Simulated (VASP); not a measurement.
# Rh (Fm-3m) in VASP: single point with PBEsol

Aim: the single point of Rh with PBEsol.

Program: VASP 6.6.1. These are calculated values, not measurements. Logs are shortened: lines on timing, memory, paths and dates and some standing lists are left out, and cuts for length are marked.

**1. The cell of the first run**

It takes space group Fm-3m (No. 225, cubic). Conventional cell: a = 3.796 Å, b = 3.796 Å, c = 3.796 Å, α = 90.00°, β = 90.00°, γ = 90.00°. Rh (site symmetry m-3m) has 12 Rh at 2.68 Å within 3.5 Å.

**2. Single point, PBEsol**

Contents of INCAR:

```
SYSTEM = Rh
PREC = Accurate ; ENCUT = 520
EDIFF = 1E-6 ; ISMEAR = 0
SIGMA = 0.05 ; LREAL = .FALSE.
LASPH = .TRUE. ; NELM = 80
ALGO = Normal ; ISIF = 2
LWAVE = .FALSE. ; LCHARG = .FALSE.
GGA = PS ; NBANDS = 14
```

Contents of KPOINTS:

```
Automatic mesh
0
G
  18 18 18
  0 0 0
```

Contents of POSCAR:

```
Rh
1.0
    0.0000000000      1.8978500000      1.8978500000
    1.8978500000      0.0000000000      1.8978500000
    1.8978500000      1.8978500000      0.0000000000
Rh
1
Direct
    0.0000000000      0.0000000000      0.0000000000
```

Potentials or basis: VASP PAW PBE potentials, release 64 (Rh_pv).

The run is started by

```sh
$ cat potpaw_PBE.64/Rh_pv/POTCAR > POTCAR
$ mpirun -np 1 vasp_std > vasp.out
```

OUTCAR:

```text
SYSTEM = Rh
   PREC = Accurate
   ENCUT = 520
   EDIFF = 1E-6
   ISMEAR = 0
   LREAL = .FALSE.
   LASPH = .TRUE.
   NELM = 80
   ISIF = 2
   GGA = PS

 ion  position               nearest neighbor table
   1  0.000  0.000  0.000-

  LATTYP: Found a face centered cubic cell.
 ALAT       =     3.7957000000

  Lattice vectors:

 A1 = (   0.0000000000,   1.8978500000,   1.8978500000)
 A2 = (   1.8978500000,   0.0000000000,   1.8978500000)
 A3 = (   1.8978500000,   1.8978500000,   0.0000000000)

Analysis of symmetry for initial positions (statically):
=====================================================================
 Subroutine PRICEL returns:
 Original cell was already a primitive cell.

 Routine SETGRP: Setting up the symmetry group for a
 face centered cubic supercell.

 Subroutine GETGRP returns: Found 48 space group operations
 (whereof 48 operations were pure point group operations)
 out of a pool of 48 trial point group operations.

The static configuration has the point symmetry O_h .

Analysis of symmetry for dynamics (positions and initial velocities):
=====================================================================
 Subroutine PRICEL returns:
 Original cell was already a primitive cell.

 Routine SETGRP: Setting up the symmetry group for a
 face centered cubic supercell.

 Subroutine GETGRP returns: Found 48 space group operations
 (whereof 48 operations were pure point group operations)
 out of a pool of 48 trial point group operations.

The dynamic configuration has the point symmetry O_h .

 Subroutine INISYM returns: Found 48 space group operations
 (whereof 48 operations are pure point group operations),
 and found     1 'primitive' translations

----------------------------------------------------------------------------------------

                                     Primitive cell

  volume of cell :      13.6715

  direct lattice vectors                    reciprocal lattice vectors
     0.000000000  1.897850000  1.897850000    -0.263456016  0.263456016  0.263456016
     1.897850000  0.000000000  1.897850000     0.263456016 -0.263456016  0.263456016
     1.897850000  1.897850000  0.000000000     0.263456016  0.263456016 -0.263456016

  length of vectors
     2.683965209  2.683965209  2.683965209     0.456319205  0.456319205  0.456319205

  position of ions in fractional coordinates (direct lattice)
     0.000000000  0.000000000  0.000000000

  ion indices of the primitive-cell ions
   primitive index   ion index
                 1           1

----------------------------------------------------------------------------------------

 KPOINTS: Automatic mesh

Automatic generation of k-mesh.
 Grid dimensions read from file:
 generate k-points for:   18   18   18

 Generating k-lattice:

  Cartesian coordinates                     Fractional coordinates (reciprocal lattice)
    -0.014636445  0.014636445  0.014636445     0.055555556  0.000000000  0.000000000
     0.014636445 -0.014636445  0.014636445     0.000000000  0.055555556  0.000000000
     0.014636445  0.014636445 -0.014636445     0.000000000  0.000000000  0.055555556

  Length of vectors
     0.025351067  0.025351067  0.025351067

  Shift w.r.t. Gamma in fractional coordinates (k-lattice)
     0.000000000  0.000000000  0.000000000

 Subroutine IBZKPT returns following result:
 ===========================================

 Found    195 irreducible k-points:

 Following reciprocal coordinates:
            Coordinates               Weight
  0.000000  0.000000  0.000000      1.000000
  0.055556  0.000000  0.000000      8.000000
  0.111111  0.000000  0.000000      8.000000
  0.166667  0.000000  0.000000      8.000000
  0.222222  0.000000  0.000000      8.000000
  0.277778  0.000000  0.000000      8.000000
[... 16 lines left out ...]
 -0.277778  0.055556  0.000000     24.000000
 -0.222222  0.055556  0.000000     24.000000
 [... further k-points ...]
   k-points           NKPTS =    195   k-points in BZ     NKDIM =    195   number of bands    NBANDS=     14
   number of dos      NEDOS =    301   number of ions     NIONS =      1
   total plane-waves  NPLWV =   8000
   dimension x,y,z NGX =    20 NGY =   20 NGZ =   20
   dimension x,y,z NGXF=    40 NGYF=   40 NGZF=   40
   ions per type =               1
   NGX,Y,Z   is equivalent  to a cutoff of  12.39, 12.39, 12.39 a.u.
   NGXF,Y,Z  is equivalent  to a cutoff of  24.78, 24.78, 24.78 a.u.
 SYSTEM =  Rh
   PREC   = accura    normal or accurate (medium, high low for compatibility)
   ISTART =      0    job   : 0-new  1-cont  2-samecut
   ICHARG =      2    charge: 1-file 2-atom 10-const
   ISPIN  =      1    spin polarized calculation?
   LNONCOLLINEAR =      F non collinear calculations
   LSORBIT =      F    spin-orbit coupling
   LASPH  =      T    aspherical Exc in radial PAW
   ENCUT  =  520.0 eV  38.22 Ry    6.18 a.u.   4.99  4.99  4.99*2*pi/ulx,y,z
   NELM   =     80;   NELMIN=  2; NELMDL= -5     # of ELM steps
   EDIFF  = 0.1E-05   stopping-criterion for ELM
   LREAL  =      F    real-space projection
   EDIFFG = 0.1E-04   stopping-criterion for IOM
   NSW    =      0    number of steps for IOM
   IBRION =     -1    ionic relax: 0-MD 1-quasi-New 2-CG
   NFREE  =      0    steps in history (QN), initial steepest desc. (CG)
   ISIF   =      2    stress and relaxation
   ISYM   =      2    0-nonsym 1-usesym 2-fastsym
   POTIM  = 0.5000    time-step for ionic-motion
   TEBEG  =    0.0;   TEEND  =   0.0 temperature during run
   PSTRESS=    0.0 pullay stress
   NELECT =      15.0000    total number of electrons
   NUPDOWN=      -1.0000    fix difference up-down
   EMIN   =  10.00;   EMAX   =-10.00  energy-range for DOS
   EFERMI =   0.00;   METHOD = LEGACY
   ISMEAR =     0;   SIGMA  =   0.05  broadening in eV -4-tet -1-fermi 0-gaus
   EFERMI_NEDOS =   21; number of points for ismear=-14 and -15
   IALGO  =     38    algorithm
   IMIX   =      4    mixing-type and parameters
     AMIX     =   0.40;   BMIX     =  1.00
     AMIX_MAG =   1.60;   BMIX_MAG =  1.00
  volume/ion in A,a.u.               =      13.67        92.26
  Fermi-wavevector in a.u.,A,eV,Ry     =   1.688496  3.190795 38.790465  2.851019
  Thomas-Fermi vector in A             =   2.770792
   LORBIT       =      0    0 simple, 1 ext, 2 COOP (PROOUT), +10 PAW based schemes
   GGA     = PS    functional components
   LHFCALC =     F    Hartree Fock is set to
   AEXX    =    0.0000 exact exchange contribution
   IVDW    =     0    specifies the selected vdW correction
   LEPSILON=     F    determine dielectric tensor
   LRPA    =     F    only Hartree local field effects (RPA)
 non-spin polarized calculation
 Gauss-broadening in eV      SIGMA  =   0.05
  energy-cutoff  :      520.00
  volume of cell :       13.67
 maximum number of plane-waves:       380
   NGX =  9   NGY =  9   NGZ =  9

 number of electron      15.0000007 magnetization

 Free energy of the ion-electron system (eV)
  ---------------------------------------------------
  ext. energy  EPLUGINS =         0.00000000
  ---------------------------------------------------
  free energy    TOTEN  =        -8.13682732 eV

  energy without entropy =       -8.13517967  energy(sigma->0) =       -8.13600350

 E-fermi :  11.8696     XC(G=0): -14.2552

 val. band max:       11.8687228596   @ k =  -0.4444   0.3333   0.1667
 cond. band min:      11.9036264616   @ k =  -0.3889   0.1667   0.0000
 fundamental gap:      0.0349036020
 Fermi energy:        11.8695711823

 k-point     1 :       0.0000    0.0000    0.0000
  band No.  band energies     occupation
      1     -34.4916      2.00000
      2     -34.4916      2.00000
      3     -34.4916      2.00000
      4       3.7625      2.00000
      5       8.7324      2.00000
      6       8.7324      2.00000
      7       8.7324      2.00000
      8      10.8629      2.00000
      9      10.8629      2.00000
     10      27.7890      0.00000
     11      32.1975      0.00000
     12      33.2710      0.00000
     13      33.2710      0.00000
     14      33.2710      0.00000

 k-point     2 :       0.0556    0.0000    0.0000
  band No.  band energies     occupation
      1     -34.5151      2.00000
      2     -34.4948      2.00000
      3     -34.4948      2.00000
      4       3.8881      2.00000
      5       8.6758      2.00000
      6       8.7819      2.00000
      7       8.7819      2.00000
      8      10.8347      2.00000
      9      10.8347      2.00000
     10      27.9733      0.00000
     11      32.1936      0.00000
     12      32.5734      0.00000
     13      33.4555      0.00000
     14      33.4555      0.00000

 k-point     3 :       0.1111    0.0000    0.0000
  band No.  band energies     occupation
      1     -34.5823      2.00000
      2     -34.5039      2.00000
      3     -34.5039      2.00000
      4       4.2484      2.00000
      5       8.5340      2.00000
      6       8.9114      2.00000
      7       8.9114      2.00000
      8      10.7737      2.00000
      9      10.7737      2.00000
     10      28.4664      0.00000
     11      31.1097      0.00000
     12      32.2010      0.00000
     13      33.9908      0.00000
     14      33.9908      0.00000
[... 324 lines left out ...]
 k-point    23 :      -0.2778    0.0556    0.0000
  band No.  band energies     occupation
      1     -34.9798      2.00000
      2     -34.5841      2.00000
      3     -34.5513      2.00000
      4       5.8789      2.00000
      5       8.8592      2.00000
      6       9.0790      2.00000
      7       9.0805      2.00000
      8      11.0370      2.00000
      9      11.8049      1.93254
     10      25.5514      0.00000
     11      29.0792      0.00000
     12      32.1985      0.00000
     13      34.5023      0.00000
     14      36.9591      0.00000

 k-point    24 :      -0.2222    0.0556    0.0000
  band No.  band energies     occupation
      1     -34.8544      2.00000
      2     -34.5656      2.00000
      3     -34.5329      2.00000
      4       5.6118      2.00000
      5       8.3752      2.00000
      6       9.1304      2.00000
      7       9.1846      2.00000
      8      10.6616      2.00000
      9      11.3519      2.00000
     10      27.3022      0.00000
     11      29.5304      0.00000
     12      32.1985      0.00000
     13      34.7643      0.00000
     14      36.6012      0.00000

 [... further k-points ...]

------------------------ aborting loop because EDIFF is reached ----------------------------------------

  FORCE on cell =-STRESS in cart. coord.  units (eV):
  Direction    XX          YY          ZZ          XY          YZ          ZX
  --------------------------------------------------------------------------------------
  -------------------------------------------------------------------------------------
  Total       -0.3167265     -0.3167265     -0.3167265      0.0000000     -0.0000000      0.0000000
  in kB      -37.1175550    -37.1175550    -37.1175550      0.0000000     -0.0000000      0.0000000
  external PRESSURE =     -37.1175550 kB  Pullay stress =       0.0000000 kB

 VOLUME and BASIS-vectors are now :
 -----------------------------------------------------------------------------
  energy-cutoff  :      520.00
  volume of cell :       13.67
      direct lattice vectors                 reciprocal lattice vectors
     0.000000000  1.897850000  1.897850000    -0.263456016  0.263456016  0.263456016
     1.897850000  0.000000000  1.897850000     0.263456016 -0.263456016  0.263456016
     1.897850000  1.897850000  0.000000000     0.263456016  0.263456016 -0.263456016

 POSITION                                       TOTAL-FORCE (eV/Angst)
 -----------------------------------------------------------------------------------
      0.00000      0.00000      0.00000        -0.000000      0.000000      0.000000
 -----------------------------------------------------------------------------------
    total drift:                                0.000000     -0.000000      0.000000

  FREE ENERGIE OF THE ION-ELECTRON SYSTEM (eV)
  ---------------------------------------------------
  free  energy   TOTEN  =        -8.1368273224 eV

  energy  without entropy=       -8.1351796712  energy(sigma->0) =       -8.13600350
```

Wall time 24 s (1 thread of Intel Xeon Platinum 8375C at 2.90GHz (Ice Lake), shared host); peak memory 0.15 GiB.

What came out:

| Quantity | Value |
| --- | --- |
| Free energy | -8.1368 eV |
| Pressure | -3.7 GPa |

Levels at points of the mesh, in eV from the Fermi level:
```
           k point  band 3  band 4  band 5  band 6  band 7  band 8  band 9  band 10  band 11  band 12
(0.00, 0.00, 0.00)  -46.36   -8.11   -3.14   -3.14   -3.14   -1.01   -1.01    15.92    20.33    21.40
(0.50, 0.00, 0.00)  -46.46   -6.23   -3.21   -3.21    0.57    0.57    0.63     8.63    15.43    20.33
(0.50, 0.50, 0.00)  -46.64   -6.41   -6.04    0.55    0.99    0.99    3.17    12.28    13.25    13.25
```

Caveat: the PAW data sets were made with another functional, which shifts forces and pressure a little.
